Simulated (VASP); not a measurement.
# BN (I-4m2) in VASP: single point with HSE06

Aim: the single point of BN with HSE06.

Program: VASP 6.6.1. These are calculated values, not measurements. Logs are shortened: lines on timing, memory, paths and dates and some standing lists are left out, and cuts for length are marked.

## 1. The cell of the first run

It takes space group I-4m2 (No. 119, tetragonal). Conventional cell: a = 2.623 Å, b = 2.623 Å, c = 3.566 Å, α = 90.00°, β = 90.00°, γ = 90.00°. Within 2.1 Å of B (site symmetry -4m2) lie 4 N at 1.59 Å. Within 2.1 Å of N (site symmetry -4m2) lie 4 B at 1.59 Å.

## 2. Single point, HSE06 (epitaxial xy strain +2.8%)

File POSCAR:

```
BN
1.0
    0.0000000000      1.8549986768      1.7831354900
    1.8549986768      0.0000000000      1.7831354900
    1.8549986768      1.8549986768      0.0000000000
B N
1 1
Direct
    0.0000000000      0.0000000000      0.0000000000
    0.2500000000      0.2500000000      0.2500000000
```

File INCAR.step1:

```
SYSTEM = BN
ALGO     = Normal         ! electronic algorithm
EDIFF    = 1E-5           ! SCF threshold, eV
ENCUT    = 520            ! plane-wave cutoff, eV
GGA      = PE             ! functional
ISIF     = 2              ! what is computed and relaxed
ISMEAR   = 0              ! smearing method
LASPH    = .TRUE.         ! aspherical terms in the spheres
LCHARG   = .FALSE.        ! write CHGCAR
LREAL    = .FALSE.        ! projectors in reciprocal space
LWAVE    = .TRUE.         ! write WAVECAR
NBANDS   = 11             ! bands
NELM     = 80             ! most SCF steps
PREC     = Accurate       ! precision mode
SIGMA    = 0.01           ! smearing width, eV
```

File INCAR.step2:

```
SYSTEM = BN
ALGO     = Normal         ! electronic algorithm
EDIFF    = 1E-6           ! SCF threshold, eV
ENCUT    = 520            ! plane-wave cutoff, eV
GGA      = PE             ! functional
HFSCREEN = 0.2079         ! screening, 1/A
ISIF     = 2              ! what is computed and relaxed
ISMEAR   = 0              ! smearing method
ISTART   = 1            
LASPH    = .TRUE.         ! aspherical terms in the spheres
LCHARG   = .FALSE.        ! write CHGCAR
LHFCALC  = .TRUE.         ! exact exchange
LREAL    = .FALSE.        ! projectors in reciprocal space
LWAVE    = .FALSE.        ! write WAVECAR
NBANDS   = 11             ! bands
NELM     = 80             ! most SCF steps
PREC     = Accurate       ! precision mode
PRECFOCK = Normal       
SIGMA    = 0.01           ! smearing width, eV
```

File KPOINTS:

```
k-points
0
G
  8 8 8
  0 0 0
```

Potentials or basis: VASP PAW PBE potentials, release 64 (B, N).

On the command line:

```bash
$ cat potpaw_PBE.64/B/POTCAR potpaw_PBE.64/N/POTCAR > POTCAR
$ cp INCAR.step1 INCAR
$ mpirun -np 1 vasp_std > vasp.out
$ cp INCAR.step2 INCAR
$ mpirun -np 1 vasp_std > vasp.out
```

OUTCAR:

```text
SYSTEM = BN
   EDIFF = 1E-6
   ENCUT = 520
   GGA = PE
   HFSCREEN = 0.2079
   ISIF = 2
   ISMEAR = 0
   ISTART = 1
   LASPH = .TRUE.
   LHFCALC = .TRUE.
   LREAL = .FALSE.
   NELM = 80
   PREC = Accurate
   PRECFOCK = Normal

 ion  position               nearest neighbor table
   1  0.000  0.000  0.000-   2 1.59   2 1.59   2 1.59   2 1.59
   2  0.250  0.250  0.250-   1 1.59   1 1.59   1 1.59   1 1.59

  LATTYP: Found a body centered tetragonal cell.
 ALAT       =     2.6233642869
 C/A-ratio  =     1.3594265188

  Lattice vectors:

 A1 = (   0.0000000000,  -1.8549986768,  -1.7831354900)
 A2 = (   0.0000000000,   1.8549986768,  -1.7831354900)
 A3 = (   1.8549986768,   0.0000000000,   1.7831354900)

Analysis of symmetry for initial positions (statically):
=====================================================================
 Subroutine PRICEL returns:
 Original cell was already a primitive cell.

 Routine SETGRP: Setting up the symmetry group for a
 body centered tetragonal supercell.

 Subroutine GETGRP returns: Found  8 space group operations
 (whereof  8 operations were pure point group operations)
 out of a pool of 16 trial point group operations.

The static configuration has the point symmetry D_2d.

Analysis of symmetry for dynamics (positions and initial velocities):
=====================================================================
 Subroutine PRICEL returns:
 Original cell was already a primitive cell.

 Routine SETGRP: Setting up the symmetry group for a
 body centered tetragonal supercell.

 Subroutine GETGRP returns: Found  8 space group operations
 (whereof  8 operations were pure point group operations)
 out of a pool of 16 trial point group operations.

The dynamic configuration has the point symmetry D_2d.

 Subroutine INISYM returns: Found  8 space group operations
 (whereof  8 operations are pure point group operations),
 and found     1 'primitive' translations

----------------------------------------------------------------------------------------

                                     Primitive cell

  volume of cell :      12.2716

  direct lattice vectors                    reciprocal lattice vectors
     0.000000000  1.854998677  1.783135490    -0.269541971  0.269541971  0.280404940
     1.854998677  0.000000000  1.783135490     0.269541971 -0.269541971  0.280404940
     1.854998677  1.854998677  0.000000000     0.269541971  0.269541971 -0.280404940

  length of vectors
     2.573051159  2.573051159  2.623364287     0.473215256  0.473215256  0.473215256

  position of ions in fractional coordinates (direct lattice)
     0.000000000  0.000000000  0.000000000
     0.250000000  0.250000000  0.250000000

  ion indices of the primitive-cell ions
   primitive index   ion index
                 1           1
                 2           2

----------------------------------------------------------------------------------------

 KPOINTS: k-points

Automatic generation of k-mesh.
 Grid dimensions read from file:
 generate k-points for:    8    8    8

 Generating k-lattice:

  Cartesian coordinates                     Fractional coordinates (reciprocal lattice)
    -0.033692746  0.033692746  0.035050617     0.125000000  0.000000000  0.000000000
     0.033692746 -0.033692746  0.035050617     0.000000000  0.125000000  0.000000000
     0.033692746  0.033692746 -0.035050617     0.000000000  0.000000000  0.125000000

  Length of vectors
     0.059151907  0.059151907  0.059151907

  Shift w.r.t. Gamma in fractional coordinates (k-lattice)
     0.000000000  0.000000000  0.000000000

 Subroutine IBZKPT returns following result:
 ===========================================

 Found     59 irreducible k-points:

 Following reciprocal coordinates:
            Coordinates               Weight
  0.000000  0.000000  0.000000      1.000000
  0.125000  0.000000  0.000000      8.000000
  0.250000  0.000000  0.000000      8.000000
  0.375000  0.000000  0.000000      8.000000
  0.500000  0.000000  0.000000      4.000000
  0.125000  0.125000  0.000000      2.000000
[... 16 lines left out ...]
  0.250000  0.000000  0.125000     16.000000
  0.375000  0.000000  0.125000     16.000000
 [... further k-points ...]
   k-points           NKPTS =     59   k-points in BZ     NKDIM =    512   number of bands    NBANDS=     11
   number of dos      NEDOS =    301   number of ions     NIONS =      2
   total plane-waves  NPLWV =   8000
   dimension x,y,z NGX =    20 NGY =   20 NGZ =   20
   dimension x,y,z NGXF=    40 NGYF=   40 NGZF=   40
   ions per type =               1   1
   NGX,Y,Z   is equivalent  to a cutoff of  12.92, 12.92, 12.67 a.u.
   NGXF,Y,Z  is equivalent  to a cutoff of  25.84, 25.84, 25.35 a.u.
 SYSTEM =  BN
   PREC   = accura    normal or accurate (medium, high low for compatibility)
   ISTART =      1    job   : 0-new  1-cont  2-samecut
   ICHARG =      0    charge: 1-file 2-atom 10-const
   ISPIN  =      1    spin polarized calculation?
   LNONCOLLINEAR =      F non collinear calculations
   LSORBIT =      F    spin-orbit coupling
   LASPH  =      T    aspherical Exc in radial PAW
   ENCUT  =  520.0 eV  38.22 Ry    6.18 a.u.   4.78  4.78  4.88*2*pi/ulx,y,z
   NELM   =     80;   NELMIN=  2; NELMDL=  0     # of ELM steps
   EDIFF  = 0.1E-05   stopping-criterion for ELM
   LREAL  =      F    real-space projection
   EDIFFG = 0.1E-04   stopping-criterion for IOM
   NSW    =      0    number of steps for IOM
   IBRION =     -1    ionic relax: 0-MD 1-quasi-New 2-CG
   NFREE  =      0    steps in history (QN), initial steepest desc. (CG)
   ISIF   =      2    stress and relaxation
   ISYM   =      3    0-nonsym 1-usesym 2-fastsym
   POTIM  = 0.5000    time-step for ionic-motion
   TEBEG  =    0.0;   TEEND  =   0.0 temperature during run
   PSTRESS=    0.0 pullay stress
   NELECT =       8.0000    total number of electrons
   NUPDOWN=      -1.0000    fix difference up-down
   EMIN   =  10.00;   EMAX   =-10.00  energy-range for DOS
   EFERMI =   0.00;   METHOD = LEGACY
   ISMEAR =     0;   SIGMA  =   0.01  broadening in eV -4-tet -1-fermi 0-gaus
   EFERMI_NEDOS =   21; number of points for ismear=-14 and -15
   IALGO  =     38    algorithm
   IMIX   =      1    mixing-type and parameters
     AMIX     =   0.40;   BMIX     =  1.00
     AMIX_MAG =   1.60;   BMIX_MAG =  1.00
  volume/ion in A,a.u.               =       6.14        41.41
  Fermi-wavevector in a.u.,A,eV,Ry     =   1.419507  2.682480 27.415754  2.015001
  Thomas-Fermi vector in A             =   2.540521
   LORBIT       =      0    0 simple, 1 ext, 2 COOP (PROOUT), +10 PAW based schemes
   GGA     = PE    functional components
   LHFCALC =     T    Hartree Fock is set to
   PRECFOCK=normal    Normal, Fast or Accurate (Low or Medium for compatibility)
   ENCUT4O =  -1.0   cutoff for four orbital integrals eV
   NKREDX  =     1    reduce k-point grid by
   NKREDY  =     1    reduce k-point grid by
   NKREDZ  =     1    reduce k-point grid by
   AEXX    =    0.2500 exact exchange contribution
   HFSCREEN=    0.2079 screening length (either q_TF or 0.3 A-1)
   HFSCREENC=   0.2079 screening length for correlation (either q_TF or 0.3 A-1)
   ENCUTFOCK=  -1.0 apply spherical cutoff to Coloumb kernel
   IVDW    =     0    specifies the selected vdW correction
   LEPSILON=     F    determine dielectric tensor
   LRPA    =     F    only Hartree local field effects (RPA)
 non-spin polarized calculation
 Gauss-broadening in eV      SIGMA  =   0.01
  energy-cutoff  :      520.00
  volume of cell :       12.27
 maximum number of plane-waves:       338
  NGX = 16; NGY = 16; NGZ = 16

 number of electron       8.0000001 magnetization

 Free energy of the ion-electron system (eV)
  ---------------------------------------------------
  ext. energy  EPLUGINS =         0.00000000
  ---------------------------------------------------
  free energy    TOTEN  =       -20.26619194 eV

  energy without entropy =      -20.26619194  energy(sigma->0) =      -20.26619194

 E-fermi :   6.4855     XC(G=0): -10.3454

 val. band max:        6.3350848827   @ k =   0.0000   0.0000   0.0000
 cond. band min:      11.3835389563   @ k =   0.5000   0.5000   0.0000
 fundamental gap:      5.0484540736
 Fermi energy:         6.4855348378

 k-point     1 :       0.0000    0.0000    0.0000
  band No.  band energies     occupation
      1     -15.5629      2.00000
      2       5.9721      2.00000
      3       5.9722      2.00000
      4       6.3351      2.00000
      5      16.2731      0.00000
      6      16.5540      0.00000
      7      16.5540      0.00000
      8      17.5585      0.00000
      9      32.0882      0.00000
     10      34.3519      0.00000
     11      35.2541      0.00000

 k-point     2 :       0.1250    0.0000    0.0000
  band No.  band energies     occupation
      1     -15.1668      2.00000
      2       4.1123      2.00000
      3       5.5507      2.00000
      4       5.8693      2.00000
      5      16.5322      0.00000
      6      17.1023      0.00000
      7      17.1183      0.00000
      8      18.9468      0.00000
      9      31.5795      0.00000
     10      31.6308      0.00000
     11      32.7278      0.00000

 k-point     3 :       0.2500    0.0000    0.0000
  band No.  band energies     occupation
      1     -14.0200      2.00000
      2       0.2962      2.00000
      3       4.7061      2.00000
      4       5.1479      2.00000
      5      16.8447      0.00000
      6      17.9799      0.00000
      7      18.1908      0.00000
      8      21.2261      0.00000
      9      30.6612      0.00000
     10      30.8796      0.00000
     11      31.7693      0.00000
[... 267 lines left out ...]
 k-point    23 :       0.2500    0.0000    0.1250
  band No.  band energies     occupation
      1     -14.1665      2.00000
      2       1.6375      2.00000
      3       4.1160      2.00000
      4       4.5462      2.00000
      5      15.9960      0.00000
      6      18.4832      0.00000
      7      19.4481      0.00000
      8      20.3900      0.00000
      9      26.7806      0.00000
     10      33.3913      0.00000
     11      34.5429      0.00000

 k-point    24 :       0.3750    0.0000    0.1250
  band No.  band energies     occupation
      1     -12.6517      2.00000
      2      -1.9694      2.00000
      3       3.4113      2.00000
      4       3.7661      2.00000
      5      16.6920      0.00000
      6      18.6731      0.00000
      7      20.0781      0.00000
      8      21.7706      0.00000
      9      28.1993      0.00000
     10      33.1128      0.00000
     11      34.9695      0.00000

 [... further k-points ...]

------------------------ aborting loop because EDIFF is reached ----------------------------------------

  FORCE on cell =-STRESS in cart. coord.  units (eV):
  Direction    XX          YY          ZZ          XY          YZ          ZX
  --------------------------------------------------------------------------------------
  -------------------------------------------------------------------------------------
  Total       -2.0818982     -2.0818982     -0.2987158      0.0000000      0.0000000      0.0000000
  in kB     -271.8119425   -271.8119425    -39.0002309      0.0000000      0.0000000      0.0000000
  external PRESSURE =    -194.2080386 kB  Pullay stress =       0.0000000 kB

 VOLUME and BASIS-vectors are now :
 -----------------------------------------------------------------------------
  energy-cutoff  :      520.00
  volume of cell :       12.27
      direct lattice vectors                 reciprocal lattice vectors
     0.000000000  1.854998677  1.783135490    -0.269541971  0.269541971  0.280404940
     1.854998677  0.000000000  1.783135490     0.269541971 -0.269541971  0.280404940
     1.854998677  1.854998677  0.000000000     0.269541971  0.269541971 -0.280404940

 POSITION                                       TOTAL-FORCE (eV/Angst)
 -----------------------------------------------------------------------------------
      0.00000      0.00000      0.00000        -0.000000     -0.000000     -0.000000
      0.92750      0.92750      0.89157         0.000000      0.000000      0.000000
 -----------------------------------------------------------------------------------
    total drift:                                0.000001      0.000001     -0.000002

  FREE ENERGIE OF THE ION-ELECTRON SYSTEM (eV)
  ---------------------------------------------------
  free  energy   TOTEN  =       -20.2661919417 eV

  energy  without entropy=      -20.2661919417  energy(sigma->0) =      -20.26619194
```

Run time: 42 min. Hardware: 1 thread of Intel Xeon 8259CL, shared host; peak memory 0.24 GiB.

What came out:

- Free energy: -20.2662 eV
- Pressure: -19.4 GPa
- Band gap on the k mesh: 5.05 eV (least direct gap 9.94 eV)

Stress tensor (GPa, compression positive):
```
-27.18   0.00   0.00
  0.00 -27.18   0.00
  0.00   0.00  -3.90
```

Levels at points of the mesh, in eV from the valence-band top:
| k point | band 2 | band 3 | band 4 | band 5 | band 6 | band 7 |
| --- | --- | --- | --- | --- | --- | --- |
| (0.00, 0.00, 0.00) | -0.36 | -0.36 | 0.00 | 9.94 | 10.22 | 10.22 |
| (0.50, 0.00, 0.00) | -11.50 | -2.57 | -1.97 | 10.75 | 11.81 | 12.60 |
| (0.50, 0.50, 0.00) | -9.35 | -5.71 | -5.71 | 5.05 | 9.64 | 19.65 |
| (0.50, 0.00, 0.50) | -9.94 | -5.18 | -5.15 | 5.71 | 10.59 | 19.21 |

Caveat: the cell differs from its parent crystal (epitaxial xy strain +2.8%); the stress differs along the axes, from -27 to -4 GPa; the PAW data sets were made with another functional, which shifts forces and pressure a little. A k mesh can miss the band edges.
